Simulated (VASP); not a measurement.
# InSb (F-43m) in VASP: notebook, part 2 of 2

VASP 6.6.1.

### 3 Single point, PBE (strain -0.015 along x and y, -0.015 along z)

INCAR reads:

```
PREC     = Accurate       # precision mode
ENCUT    = 520            # plane-wave cutoff, eV
EDIFF    = 1E-7           # SCF threshold, eV
ISMEAR   = 0              # smearing method
SIGMA    = 0.15           # smearing width, eV
LREAL    = F              # projectors in reciprocal space
LASPH    = T              # aspherical terms in the spheres
NELM     = 80             # most SCF steps
ALGO     = Normal         # electronic algorithm
ISIF     = 2              # what is computed and relaxed
LWAVE    = F              # write WAVECAR
LCHARG   = T              # write CHGCAR
GGA      = PE             # functional
LELF     = T              # ELF
LVHAR    = T            
NBANDS   = 16             # bands
```

KPOINTS reads:

```
regular mesh
0
Gamma
  12 12 12
```

POSCAR reads:

```
InSb
1.0
    0.0000000000      3.1905135000      3.1905135000
    3.1905135000      0.0000000000      3.1905135000
    3.1905135000      3.1905135000      0.0000000000
In Sb
1 1
Direct
    0.0000000000      0.0000000000      0.0000000000
    0.7500000000      0.7500000000      0.7500000000
```

Potentials or basis: VASP PAW PBE potentials, release 64 (In_d, Sb).

Run with:

```
$ cat potpaw_PBE.64/In_d/POTCAR potpaw_PBE.64/Sb/POTCAR > POTCAR
$ mpirun -np 1 vasp_std > vasp.out
```

OUTCAR:

```text
PREC = Accurate
   ENCUT = 520
   EDIFF = 1E-7
   ISMEAR = 0
   LREAL = F
   LASPH = T
   NELM = 80
   ISIF = 2
   GGA = PE

 ion  position               nearest neighbor table
   1  0.000  0.000  0.000-   2 2.76   2 2.76   2 2.76   2 2.76
   2  0.750  0.750  0.750-   1 2.76   1 2.76   1 2.76   1 2.76

  LATTYP: Found a face centered cubic cell.
 ALAT       =     6.3810270000

  Lattice vectors:

 A1 = (   0.0000000000,   3.1905135000,   3.1905135000)
 A2 = (   3.1905135000,   0.0000000000,   3.1905135000)
 A3 = (   3.1905135000,   3.1905135000,   0.0000000000)

Analysis of symmetry for initial positions (statically):
=====================================================================
 Subroutine PRICEL returns:
 Original cell was already a primitive cell.

 Routine SETGRP: Setting up the symmetry group for a
 face centered cubic supercell.

 Subroutine GETGRP returns: Found 24 space group operations
 (whereof 24 operations were pure point group operations)
 out of a pool of 48 trial point group operations.

The static configuration has the point symmetry T_d .

Analysis of symmetry for dynamics (positions and initial velocities):
[... 162 lines left out ...]
 val. band max:        5.6810629286   @ k =   0.0000   0.0000   0.0000
 cond. band min:       6.2231724189   @ k =   0.5000   0.0000   0.0000
 fundamental gap:      0.5421094903
 Fermi energy:         5.7309034877

 k-point     1 :       0.0000    0.0000    0.0000
  band No.  band energies     occupation
      1      -9.1099      2.00000
      2      -9.1099      2.00000
      3      -9.1099      2.00000
      4      -9.0110      2.00000
      5      -9.0110      2.00000
      6      -5.4163      2.00000
[... 433 lines left out ...]
      3      -9.0806      2.00000
      4      -9.0130      2.00000
      5      -9.0099      2.00000
      6      -3.7628      2.00000
[... 8 lines left out ...]
     15      13.9434      0.00000
     16      14.2688      0.00000

 [... further k-points ...]

------------------------ aborting loop because EDIFF is reached ----------------------------------------

  FORCE on cell =-STRESS in cart. coord.  units (eV):
  Direction    XX          YY          ZZ          XY          YZ          ZX
  --------------------------------------------------------------------------------------
  -------------------------------------------------------------------------------------
  Total        2.3084793      2.3084793      2.3084793      0.0000000     -0.0000000      0.0000000
  in kB       56.9409638     56.9409638     56.9409638      0.0000000     -0.0000000      0.0000000
  external PRESSURE =      56.9409638 kB  Pullay stress =       0.0000000 kB

 VOLUME and BASIS-vectors are now :
 -----------------------------------------------------------------------------
  energy-cutoff  :      520.00
  volume of cell :       64.95
      direct lattice vectors                 reciprocal lattice vectors
     0.000000000  3.190513500  3.190513500    -0.156714585  0.156714585  0.156714585
     3.190513500  0.000000000  3.190513500     0.156714585 -0.156714585  0.156714585
     3.190513500  3.190513500  0.000000000     0.156714585  0.156714585 -0.156714585

 POSITION                                       TOTAL-FORCE (eV/Angst)
 -----------------------------------------------------------------------------------
      0.00000      0.00000      0.00000         0.000000      0.000000      0.000000
      4.78577      4.78577      4.78577        -0.000000     -0.000000     -0.000000
 -----------------------------------------------------------------------------------
    total drift:                                0.000000      0.000000      0.000000

  FREE ENERGIE OF THE ION-ELECTRON SYSTEM (eV)
  ---------------------------------------------------
  free  energy   TOTEN  =        -6.8245888220 eV

  energy  without entropy=       -6.8243663547  energy(sigma->0) =       -6.82447759
```

OSZICAR:

```text
N       E                     dE             d eps       ncg     rms          rms(c)
DAV:   1     0.113004566607E+03    0.11300E+03   -0.79040E+03  2304   0.114E+03
DAV:   2     0.278566073920E+00   -0.11273E+03   -0.10896E+03  2616   0.284E+02
DAV:   3    -0.673951082933E+01   -0.70181E+01   -0.69947E+01  2984   0.725E+01
DAV:   4    -0.693426694936E+01   -0.19476E+00   -0.19472E+00  2896   0.137E+01
DAV:   5    -0.694479348169E+01   -0.10527E-01   -0.10526E-01  3472   0.262E+00    0.450E+00
DAV:   6    -0.683981006866E+01    0.10498E+00   -0.15423E-01  3272   0.625E+00    0.261E+00
DAV:   7    -0.682302227909E+01    0.16788E-01   -0.76407E-02  3136   0.267E+00    0.654E-01
DAV:   8    -0.682387545740E+01   -0.85318E-03   -0.82104E-03  3024   0.108E+00    0.295E-01
DAV:   9    -0.682451402210E+01   -0.63856E-03   -0.10017E-03  2800   0.268E-01    0.769E-02
DAV:  10    -0.682454842265E+01   -0.34401E-04   -0.47685E-05  3160   0.466E-02    0.401E-02
DAV:  11    -0.682458736047E+01   -0.38938E-04   -0.68497E-05  2696   0.543E-02    0.241E-02
DAV:  12    -0.682458882357E+01   -0.14631E-05   -0.12415E-06  2952   0.751E-03    0.608E-03
DAV:  13    -0.682458888975E+01   -0.66181E-07   -0.12973E-06  2760   0.749E-03    0.329E-03
DAV:  14    -0.682458882195E+01    0.67801E-07   -0.27553E-08  2568   0.103E-03
   1 F= -.68245888E+01 E0= -.68244776E+01  d E =-.222467E-03
```

It took 2.2 min on 1 thread of Intel Xeon 8259CL, shared host; peak memory 0.25 GiB.

What came out:

| Property | Result |
| --- | --- |
| Free energy | -6.8246 eV |
| Pressure | 5.7 GPa |
| Band gap on the k mesh | 0.08 eV |

Caveat: the cell differs from its parent crystal (strain -0.015 along x and y, -0.015 along z); the cell stands under pressure; the smearing spreads over this small gap; semilocal functionals underestimate gaps, and a narrow one can read as zero; spin-orbit coupling is left out, which moves the levels of the heavy elements.

### 4 Single point, PBE (strain +0.015 along x and y, +0.015 along z)

INCAR reads:

```
SYSTEM = InSb
PREC = Accurate
ENCUT = 520
EDIFF = 1E-7
ISMEAR = 0
SIGMA = 0.15
LREAL = .False.
LASPH = .True.
NELM = 100
ALGO = Normal
ISIF = 2
LWAVE = .False.
LCHARG = .False.
GGA = PE
NBANDS = 16
```

KPOINTS reads:

```
regular mesh
0
Gamma
  12 12 12
  0 0 0
```

POSCAR reads:

```
InSb
1.0
    0.0000000000      3.2876865000      3.2876865000
    3.2876865000      0.0000000000      3.2876865000
    3.2876865000      3.2876865000      0.0000000000
In Sb
1 1
Direct
    0.0000000000      0.0000000000      0.0000000000
    0.7500000000      0.7500000000      0.7500000000
```

Run with:

```
$ cat potpaw_PBE.64/In_d/POTCAR potpaw_PBE.64/Sb/POTCAR > POTCAR
$ mpirun -np 1 vasp_std > vasp.out
```

Run time: 2.1 min. Hardware: 1 thread of Intel Xeon 8259CL, shared host; peak memory 0.26 GiB.

The run converged. Its results:

* Free energy: -6.9469 eV
* Pressure: 1.0 GPa
* Band gap on the k mesh: zero (filled and empty bands touch)

Levels at points of the mesh, in eV from the Fermi level:
```tsv
k point	band 5	band 6	band 7	band 8	band 9	band 10	band 11	band 12	band 13	band 14
(0.00, 0.00, 0.00)	-14.56	-10.56	-0.56	-0.12	-0.12	-0.12	2.85	2.85	2.85	5.57
(0.50, 0.00, 0.00)	-14.56	-9.31	-5.54	-1.06	-1.06	0.34	3.69	3.69	6.00	7.91
(0.50, 0.50, 0.00)	-14.55	-8.75	-5.85	-2.24	-2.24	1.23	1.31	7.77	7.77	8.40
```

Caveat: the cell differs from its parent crystal (strain +0.015 along x and y, +0.015 along z); semilocal functionals underestimate gaps, and a narrow one can read as zero; spin-orbit coupling is left out, which moves the levels of the heavy elements.

### 5 Single point, PBE (strain +0.030 along x and y, +0.030 along z)

INCAR reads:

```
ALGO = Normal
EDIFF = 1E-6
ENCUT = 520
GGA = PE
ISIF = 2
ISMEAR = 0
LASPH = T
LCHARG = T
LELF = T
LREAL = F
LVHAR = T
LWAVE = F
NBANDS = 16
NELM = 60
PREC = Accurate
SIGMA = 0.15
```

KPOINTS reads:

```
k-points
0
Gamma
  12 12 12
```

POSCAR reads:

```
InSb
1.0
    0.0000000000      3.3362730000      3.3362730000
    3.3362730000      0.0000000000      3.3362730000
    3.3362730000      3.3362730000      0.0000000000
In Sb
1 1
Direct
    0.0000000000      0.0000000000      0.0000000000
    0.7500000000      0.7500000000      0.7500000000
```

Potentials or basis: VASP PAW PBE potentials, release 64 (In_d, Sb).

Run with:

```
$ cat potpaw_PBE.64/In_d/POTCAR potpaw_PBE.64/Sb/POTCAR > POTCAR
$ mpirun -np 1 vasp_std > vasp.out
```

OUTCAR:

```text
EDIFF = 1E-6
   ENCUT = 520
   GGA = PE
   ISIF = 2
   ISMEAR = 0
   LASPH = T
   LREAL = F
   NELM = 60
   PREC = Accurate

 ion  position               nearest neighbor table
   1  0.000  0.000  0.000-   2 2.89   2 2.89   2 2.89   2 2.89
   2  0.750  0.750  0.750-   1 2.89   1 2.89   1 2.89   1 2.89

  LATTYP: Found a face centered cubic cell.
 ALAT       =     6.6725460000

  Lattice vectors:

 A1 = (   0.0000000000,   3.3362730000,   3.3362730000)
 A2 = (   3.3362730000,   0.0000000000,   3.3362730000)
 A3 = (   3.3362730000,   3.3362730000,   0.0000000000)

Analysis of symmetry for initial positions (statically):
=====================================================================
 Subroutine PRICEL returns:
 Original cell was already a primitive cell.

 Routine SETGRP: Setting up the symmetry group for a
 face centered cubic supercell.

 Subroutine GETGRP returns: Found 24 space group operations
 (whereof 24 operations were pure point group operations)
 out of a pool of 48 trial point group operations.

The static configuration has the point symmetry T_d .

Analysis of symmetry for dynamics (positions and initial velocities):
[... 161 lines left out ...]
 val. band max:        4.2162054011   @ k =   0.0000   0.0000   0.0000
 cond. band min:       4.6084510991   @ k =   0.5000   0.0000   0.0000
 fundamental gap:      0.3922456980
 Fermi energy:         4.3378947638

 k-point     1 :       0.0000    0.0000    0.0000
  band No.  band energies     occupation
      1     -10.2245      2.00000
      2     -10.2245      2.00000
      3     -10.2245      2.00000
      4     -10.1615      2.00000
      5     -10.1615      2.00000
      6      -5.9751      2.00000
[... 433 lines left out ...]
      3     -10.2069      2.00000
      4     -10.1623      2.00000
      5     -10.1604      2.00000
      6      -4.6896      2.00000
[... 8 lines left out ...]
     15      12.2866      0.00000
     16      12.6059      0.00000

 [... further k-points ...]

------------------------ aborting loop because EDIFF is reached ----------------------------------------

  FORCE on cell =-STRESS in cart. coord.  units (eV):
  Direction    XX          YY          ZZ          XY          YZ          ZX
  --------------------------------------------------------------------------------------
  -------------------------------------------------------------------------------------
  Total       -0.2889968     -0.2889968     -0.2889968     -0.0000000      0.0000000     -0.0000000
  in kB       -6.2343176     -6.2343176     -6.2343176     -0.0000000      0.0000000     -0.0000000
  external PRESSURE =      -6.2343176 kB  Pullay stress =       0.0000000 kB

 VOLUME and BASIS-vectors are now :
 -----------------------------------------------------------------------------
  energy-cutoff  :      520.00
  volume of cell :       74.27
      direct lattice vectors                 reciprocal lattice vectors
     0.000000000  3.336273000  3.336273000    -0.149867832  0.149867832  0.149867832
     3.336273000  0.000000000  3.336273000     0.149867832 -0.149867832  0.149867832
     3.336273000  3.336273000  0.000000000     0.149867832  0.149867832 -0.149867832

 POSITION                                       TOTAL-FORCE (eV/Angst)
 -----------------------------------------------------------------------------------
      0.00000      0.00000      0.00000         0.000000      0.000000      0.000000
      5.00441      5.00441      5.00441        -0.000000     -0.000000     -0.000000
 -----------------------------------------------------------------------------------
    total drift:                                0.000000      0.000000      0.000000

  FREE ENERGIE OF THE ION-ELECTRON SYSTEM (eV)
  ---------------------------------------------------
  free  energy   TOTEN  =        -6.9509302875 eV

  energy  without entropy=       -6.9506468894  energy(sigma->0) =       -6.95078859
```

OSZICAR:

```text
N       E                     dE             d eps       ncg     rms          rms(c)
DAV:   1     0.111800035995E+03    0.11180E+03   -0.78475E+03  2304   0.109E+03
DAV:   2     0.384735835685E+00   -0.11142E+03   -0.10779E+03  2520   0.280E+02
DAV:   3    -0.683028327569E+01   -0.72150E+01   -0.71919E+01  2976   0.725E+01
DAV:   4    -0.703355224012E+01   -0.20327E+00   -0.20323E+00  2864   0.141E+01
DAV:   5    -0.704481425434E+01   -0.11262E-01   -0.11262E-01  3504   0.270E+00    0.361E+00
DAV:   6    -0.695806188327E+01    0.86752E-01   -0.14900E-01  3368   0.547E+00    0.209E+00
DAV:   7    -0.694894037251E+01    0.91215E-02   -0.58236E-02  3104   0.211E+00    0.579E-01
DAV:   8    -0.695017254682E+01   -0.12322E-02   -0.68388E-03  2984   0.899E-01    0.199E-01
DAV:   9    -0.695081346526E+01   -0.64092E-03   -0.84773E-04  2872   0.251E-01    0.669E-02
DAV:  10    -0.695088116830E+01   -0.67703E-04   -0.52640E-05  3056   0.466E-02    0.287E-02
DAV:  11    -0.695092829131E+01   -0.47123E-04   -0.83474E-05  2608   0.545E-02    0.202E-02
DAV:  12    -0.695092932453E+01   -0.10332E-05   -0.11823E-06  2736   0.723E-03    0.724E-03
DAV:  13    -0.695093028747E+01   -0.96294E-06   -0.17557E-06  2672   0.755E-03
   1 F= -.69509303E+01 E0= -.69507886E+01  d E =-.283398E-03
```

stdout:

```text
POSCAR found type information on POSCAR InSb
 POSCAR found :  2 types and       2 ions
 scaLAPACK will be used
 LDA part: xc-table for (Slater+PW92), standard interpolation
 POSCAR, INCAR and KPOINTS ok, starting setup
 FFT: planning ... GRIDC
 FFT: planning ... GRID_SOFT
 FFT: planning ... GRID
 WAVECAR not read
 entering main loop
```

Run time: 2 min. Hardware: 1 thread of Intel Xeon 8259CL, shared host; peak memory 0.26 GiB.

Results:

```yaml
Free_energy: -6.9509 eV
Pressure: -0.6 GPa
Band_gap_on_the_k_mesh: zero (filled and empty bands touch)
```

Caveat: the cell differs from its parent crystal (strain +0.030 along x and y, +0.030 along z); semilocal functionals underestimate gaps, and a narrow one can read as zero; spin-orbit coupling is left out, which moves the levels of the heavy elements.

### 6 Overview

```csv
cell,gap on the mesh (eV),pressure (GPa)
"a = 4.443 Å, angles 60.0°, 2 atoms",0.35,8.9
"a = 4.512 Å, angles 60.0°, 2 atoms",0.08,5.7
"a = 4.649 Å, angles 60.0°, 2 atoms",none,1.0
"a = 4.718 Å, angles 60.0°, 2 atoms",none,-0.6
```

Alike in all rows: task single point; level PBE; potentials or basis VASP PAW PBE potentials, release 64 (In_d, Sb); no spin polarisation; k mesh 12 × 12 × 12; cutoff (eV) 520; smearing gaussian 0.15 eV.

Caveats: semilocal functionals underestimate gaps, and a narrow one can read as zero; spin-orbit coupling is left out, which moves the levels of the heavy elements; the cell stands under pressure (at least some runs); the smearing spreads over this small gap (at least some runs).

Absolute energies hang on the potentials; compare differences alone.

The gap in the log of VASP goes by the Fermi energy; the results here count the filled bands.